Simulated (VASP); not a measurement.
# Si (Imma) in VASP: single point with PBE

Aim: the single point of Si with PBE.

All numbers are computed with VASP 6.6.1; they aren't measurements. Logs are shortened: lines on timing, memory, paths and dates and some standing lists are left out, and cuts for length are marked.

## 1. The cell of the first run

The typed cell holds 2 atoms: a = 3.653 Å, b = 3.653 Å, c = 3.653 Å, α = 97.60°, β = 97.51°, γ = 137.49°.

## 2. Single point, PBE

INCAR reads:

```
SYSTEM = Si
  PREC = Accurate
  ENCUT = 520
  EDIFF = 1E-6
  ISMEAR = 0
  SIGMA = 0.1
  LREAL = .FALSE.
  LASPH = .TRUE.
  NELM = 100
  ALGO = Normal
  ISIF = 2
  LWAVE = .FALSE.
  LCHARG = .FALSE.
  GGA = PE
  NBANDS = 11
```

KPOINTS reads:

```
Automatic mesh
0
G
  24 24 24
  0 0 0
```

POSCAR reads:

```
Si
1.0
   -2.4063601839      2.4085598947      1.3244632058
    2.4063601839     -2.4085598947      1.3244632058
    2.4063601839      2.4085598947     -1.3244632058
Si
2
Direct
    0.6257235326      0.3757235326      0.2500000000
    0.3742764674      0.6242764674      0.7500000000
```

Potentials or basis: VASP PAW PBE potentials, release 64 (Si).

Command:

```sh
$ cat potpaw_PBE.64/Si/POTCAR > POTCAR
$ mpirun -np 1 vasp_std > vasp.out
```

OUTCAR:

```text
SYSTEM = Si
   PREC = Accurate
   ENCUT = 520
   EDIFF = 1E-6
   ISMEAR = 0
   LREAL = .FALSE.
   LASPH = .TRUE.
   NELM = 100
   ISIF = 2
   GGA = PE

 ion  position               nearest neighbor table
   1  0.626  0.376  0.250-   2 2.50   2 2.50   2 2.50   2 2.50   2 3.12   2 3.12   2 3.12   2 3.12

   2  0.374  0.624  0.750-   1 2.50   1 2.50   1 2.50   1 2.50   1 3.12   1 3.12   1 3.12   1 3.12

  LATTYP: Found a body centered orthorhombic cell.
 ALAT       =     2.6489264116
 B/A-ratio  =     1.8168569526
 C/A-ratio  =     1.8185177845

  Lattice vectors:

 A1 = (   2.4063601839,  -2.4085598947,   1.3244632058)
 A2 = (  -2.4063601839,  -2.4085598947,  -1.3244632058)
 A3 = (   2.4063601839,   2.4085598947,  -1.3244632058)

Analysis of symmetry for initial positions (statically):
=====================================================================
 Subroutine PRICEL returns:
 Original cell was already a primitive cell.

 Routine SETGRP: Setting up the symmetry group for a
 body centered orthorhombic supercell.

 Subroutine GETGRP returns: Found  8 space group operations
 (whereof  4 operations were pure point group operations)
 out of a pool of  8 trial point group operations.

The static configuration has the point symmetry C_2h.
 The point group associated with its full space group is D_2h.

Analysis of symmetry for dynamics (positions and initial velocities):
=====================================================================
 Subroutine PRICEL returns:
 Original cell was already a primitive cell.

 Routine SETGRP: Setting up the symmetry group for a
 body centered orthorhombic supercell.

 Subroutine GETGRP returns: Found  8 space group operations
 (whereof  4 operations were pure point group operations)
 out of a pool of  8 trial point group operations.

The dynamic configuration has the point symmetry C_2h.
 The point group associated with its full space group is D_2h.

 Subroutine INISYM returns: Found  8 space group operations
 (whereof  4 operations are pure point group operations),
 and found     1 'primitive' translations

----------------------------------------------------------------------------------------

                                     Primitive cell

  volume of cell :      30.7056

  direct lattice vectors                    reciprocal lattice vectors
    -2.406360184  2.408559895  1.324463206     0.000000000  0.207592928  0.377511431
     2.406360184 -2.408559895  1.324463206     0.207782693  0.000000000  0.377511431
     2.406360184  2.408559895 -1.324463206     0.207782693  0.207592928  0.000000000

  length of vectors
     3.653208574  3.653208574  3.653208574     0.430824447  0.430915918  0.293714949

  position of ions in fractional coordinates (direct lattice)
     0.625723533  0.375723533  0.250000000
     0.374276467  0.624276467  0.750000000

  ion indices of the primitive-cell ions
   primitive index   ion index
                 1           1
                 2           2

----------------------------------------------------------------------------------------

 KPOINTS: Automatic mesh

Automatic generation of k-mesh.
 Grid dimensions read from file:
 generate k-points for:   24   24   24

 Generating k-lattice:

  Cartesian coordinates                     Fractional coordinates (reciprocal lattice)
     0.000000000  0.008649705  0.015729643     0.041666667  0.000000000 -0.000000000
     0.008657612  0.000000000  0.015729643     0.000000000  0.041666667  0.000000000
     0.008657612  0.008649705  0.000000000    -0.000000000  0.000000000  0.041666667

  Length of vectors
     0.017951019  0.017954830  0.012238123

  Shift w.r.t. Gamma in fractional coordinates (k-lattice)
     0.000000000  0.000000000  0.000000000

 Subroutine IBZKPT returns following result:
 ===========================================

 Found   1963 irreducible k-points:

 Following reciprocal coordinates:
            Coordinates               Weight
  0.000000  0.000000  0.000000      1.000000
  0.041667  0.000000 -0.000000      4.000000
  0.083333  0.000000 -0.000000      4.000000
  0.125000  0.000000 -0.000000      4.000000
  0.166667  0.000000 -0.000000      4.000000
  0.208333 -0.000000  0.000000      4.000000
[... 16 lines left out ...]
  0.375000  0.041667 -0.000000      8.000000
  0.416667  0.041667 -0.000000      8.000000
 [... further k-points ...]
   k-points           NKPTS =   1963   k-points in BZ     NKDIM =   1963   number of bands    NBANDS=     11
   number of dos      NEDOS =    301   number of ions     NIONS =      2
   total plane-waves  NPLWV =  21952
   dimension x,y,z NGX =    28 NGY =   28 NGZ =   28
   dimension x,y,z NGXF=    56 NGYF=   56 NGZF=   56
   ions per type =               2
   NGX,Y,Z   is equivalent  to a cutoff of  12.74, 12.74, 12.74 a.u.
   NGXF,Y,Z  is equivalent  to a cutoff of  25.48, 25.48, 25.48 a.u.
 SYSTEM =  Si
   PREC   = accura    normal or accurate (medium, high low for compatibility)
   ISTART =      0    job   : 0-new  1-cont  2-samecut
   ICHARG =      2    charge: 1-file 2-atom 10-const
   ISPIN  =      1    spin polarized calculation?
   LNONCOLLINEAR =      F non collinear calculations
   LSORBIT =      F    spin-orbit coupling
   LASPH  =      T    aspherical Exc in radial PAW
   ENCUT  =  520.0 eV  38.22 Ry    6.18 a.u.   6.79  6.79  6.79*2*pi/ulx,y,z
   NELM   =    100;   NELMIN=  2; NELMDL= -5     # of ELM steps
   EDIFF  = 0.1E-05   stopping-criterion for ELM
   LREAL  =      F    real-space projection
   EDIFFG = 0.1E-04   stopping-criterion for IOM
   NSW    =      0    number of steps for IOM
   IBRION =     -1    ionic relax: 0-MD 1-quasi-New 2-CG
   NFREE  =      0    steps in history (QN), initial steepest desc. (CG)
   ISIF   =      2    stress and relaxation
   ISYM   =      2    0-nonsym 1-usesym 2-fastsym
   POTIM  = 0.5000    time-step for ionic-motion
   TEBEG  =    0.0;   TEEND  =   0.0 temperature during run
   PSTRESS=    0.0 pullay stress
   NELECT =       8.0000    total number of electrons
   NUPDOWN=      -1.0000    fix difference up-down
   EMIN   =  10.00;   EMAX   =-10.00  energy-range for DOS
   EFERMI =   0.00;   METHOD = LEGACY
   ISMEAR =     0;   SIGMA  =   0.10  broadening in eV -4-tet -1-fermi 0-gaus
   EFERMI_NEDOS =   21; number of points for ismear=-14 and -15
   IALGO  =     38    algorithm
   IMIX   =      4    mixing-type and parameters
     AMIX     =   0.40;   BMIX     =  1.00
     AMIX_MAG =   1.60;   BMIX_MAG =  1.00
  volume/ion in A,a.u.               =      15.35       103.61
  Fermi-wavevector in a.u.,A,eV,Ry     =   1.045600  1.975897 14.874964  1.093279
  Thomas-Fermi vector in A             =   2.180402
   LORBIT       =      0    0 simple, 1 ext, 2 COOP (PROOUT), +10 PAW based schemes
   GGA     = PE    functional components
   LHFCALC =     F    Hartree Fock is set to
   AEXX    =    0.0000 exact exchange contribution
   IVDW    =     0    specifies the selected vdW correction
   LEPSILON=     F    determine dielectric tensor
   LRPA    =     F    only Hartree local field effects (RPA)
 non-spin polarized calculation
 Gauss-broadening in eV      SIGMA  =   0.10
  energy-cutoff  :      520.00
  volume of cell :       30.71
 maximum number of plane-waves:       844
   NGX = 13   NGY = 13   NGZ = 13

 number of electron       7.9999999 magnetization

 Free energy of the ion-electron system (eV)
  ---------------------------------------------------
  ext. energy  EPLUGINS =         0.00000000
  ---------------------------------------------------
  free energy    TOTEN  =       -10.26934701 eV

  energy without entropy =      -10.26557015  energy(sigma->0) =      -10.26745858

 E-fermi :   9.0528     XC(G=0): -10.8771

 val. band max:        9.0517412773   @ k =   0.3333   0.0417   0.0417
 cond. band min:       9.0553112707   @ k =  -0.4167   0.1667   0.0417
 fundamental gap:      0.0035699934
 Fermi energy:         9.0527904742

 k-point     1 :       0.0000    0.0000    0.0000
  band No.  band energies     occupation
      1      -4.6156      2.00000
      2       6.5616      2.00000
      3       6.5714      2.00000
      4       6.9462      2.00000
      5      10.6612      0.00000
      6      16.6048      0.00000
      7      17.8364      0.00000
      8      17.8634      0.00000
      9      18.3297      0.00000
     10      19.1906      0.00000
     11      19.6461      0.00000

 k-point     2 :       0.0417    0.0000   -0.0000
  band No.  band energies     occupation
      1      -4.5692      2.00000
      2       6.2816      2.00000
      3       6.5411      2.00000
      4       7.3160      2.00000
      5      10.7671      0.00000
      6      16.2670      0.00000
      7      17.4636      0.00000
      8      17.8173      0.00000
      9      17.8584      0.00000
     10      19.3213      0.00000
     11      19.9778      0.00000

 k-point     3 :       0.0833    0.0000   -0.0000
  band No.  band energies     occupation
      1      -4.4300      2.00000
      2       5.9394      2.00000
      3       6.4900      2.00000
      4       7.8958      2.00000
      5      11.0730      0.00000
      6      15.5019      0.00000
      7      16.2281      0.00000
      8      17.4992      0.00000
      9      17.6201      0.00000
     10      18.8769      0.00000
     11      20.7310      0.00000
[... 267 lines left out ...]
 k-point    23 :       0.3750    0.0417   -0.0000
  band No.  band energies     occupation
      1      -0.2459      2.00000
      2       4.5138      2.00000
      3       6.4348      2.00000
      4       7.3660      2.00000
      5       8.3796      2.00000
      6      10.8067      0.00000
      7      13.3609      0.00000
      8      14.6594      0.00000
      9      15.9770      0.00000
     10      18.1408      0.00000
     11      22.0548      0.00000

 k-point    24 :       0.4167    0.0417   -0.0000
  band No.  band energies     occupation
      1       0.6493      2.00000
      2       3.3899      2.00000
      3       6.7428      2.00000
      4       7.2073      2.00000
      5       8.0077      2.00000
      6      10.4194      0.00000
      7      13.2603      0.00000
      8      14.7776      0.00000
      9      16.8360      0.00000
     10      19.3939      0.00000
     11      21.2963      0.00000

 [... further k-points ...]

------------------------ aborting loop because EDIFF is reached ----------------------------------------

  FORCE on cell =-STRESS in cart. coord.  units (eV):
  Direction    XX          YY          ZZ          XY          YZ          ZX
  --------------------------------------------------------------------------------------
  -------------------------------------------------------------------------------------
  Total       -0.0081818     -0.0145271     -0.0100237      0.0000000      0.0000000      0.0000000
  in kB       -0.4269141     -0.7580063     -0.5230212      0.0000000      0.0000000      0.0000000
  external PRESSURE =      -0.5693139 kB  Pullay stress =       0.0000000 kB

 VOLUME and BASIS-vectors are now :
 -----------------------------------------------------------------------------
  energy-cutoff  :      520.00
  volume of cell :       30.71
      direct lattice vectors                 reciprocal lattice vectors
    -2.406360184  2.408559895  1.324463206     0.000000000  0.207592928  0.377511431
     2.406360184 -2.408559895  1.324463206     0.207782693  0.000000000  0.377511431
     2.406360184  2.408559895 -1.324463206     0.207782693  0.207592928  0.000000000

 POSITION                                       TOTAL-FORCE (eV/Angst)
 -----------------------------------------------------------------------------------
      0.00000      1.20428      0.99526        -0.000000     -0.000000     -0.000097
      2.40636      1.20428      0.32920         0.000000      0.000000      0.000097
 -----------------------------------------------------------------------------------
    total drift:                                0.000000     -0.000000      0.000000

  FREE ENERGIE OF THE ION-ELECTRON SYSTEM (eV)
  ---------------------------------------------------
  free  energy   TOTEN  =       -10.2693470099 eV

  energy  without entropy=      -10.2655701482  energy(sigma->0) =      -10.26745858
```

It took 11 min on 1 thread of AMD EPYC 7R13, shared host; peak memory 0.59 GiB.

Results:

```yaml
Free_energy: -10.2693 eV
Pressure: -0.1 GPa
Band_gap_on_the_k_mesh: zero (bands 4 and 5 overlap by 6.39 eV)
```

Levels at points of the mesh, in eV from the Fermi level:
| k point | band 1 | band 2 | band 3 | band 4 | band 5 | band 6 | band 7 | band 8 |
| --- | --- | --- | --- | --- | --- | --- | --- | --- |
| (0.00, 0.00, 0.00) | -13.67 | -2.49 | -2.48 | -2.11 | 1.61 | 7.55 | 8.78 | 8.81 |
| (0.50, 0.00, 0.00) | -7.53 | -6.69 | -2.11 | -1.68 | -1.53 | 1.17 | 4.44 | 5.42 |
| (0.00, 0.50, 0.00) | -7.53 | -6.68 | -2.13 | -1.68 | -1.54 | 1.18 | 4.45 | 5.44 |
| (0.50, 0.50, 0.00) | -10.60 | -10.60 | 0.31 | 0.31 | 2.50 | 2.50 | 8.36 | 8.36 |
| (0.50, 0.50, 0.50) | -8.29 | -8.28 | -6.71 | -6.71 | 5.86 | 5.87 | 12.76 | 12.77 |
